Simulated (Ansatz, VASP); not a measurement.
**Two plane-wave programs on LiF**

```
Li F
1.0
     0.00000    2.03401    2.03401
     2.03401    0.00000    2.03401
     2.03401    2.03401    0.00000
Li F
1 1
Direct
  0.00000 0.00000 0.00000
  0.50000 0.50000 0.50000
```

Alike in both runs: functional PBE; k mesh 12 × 12 × 12; no spin polarisation.

Ansatz relaxed the structure, and its values are those at the end. VASP's run is a single point on that final structure, the one shown.

```csv
,VASP,Ansatz
version,VASP 6.6.1,Ansatz 0.2.0
potentials or method,"VASP PAW PBE potentials, release 64 (Li_sv, F), cutoff 750 eV","scalar-relativistic, plane waves, PAW"
occupations,"gaussian, width 0.01 eV",fixed
valence electrons in the cell,10,10
```

```tsv
	VASP	Ansatz	Ansatz less VASP
gap on the k mesh at the Fermi level (eV)	8.82	8.83	+0.010
least direct gap on the mesh (eV)	8.82	8.83	+0.010
pressure (GPa)	-0.7	0.0	+0.72
```
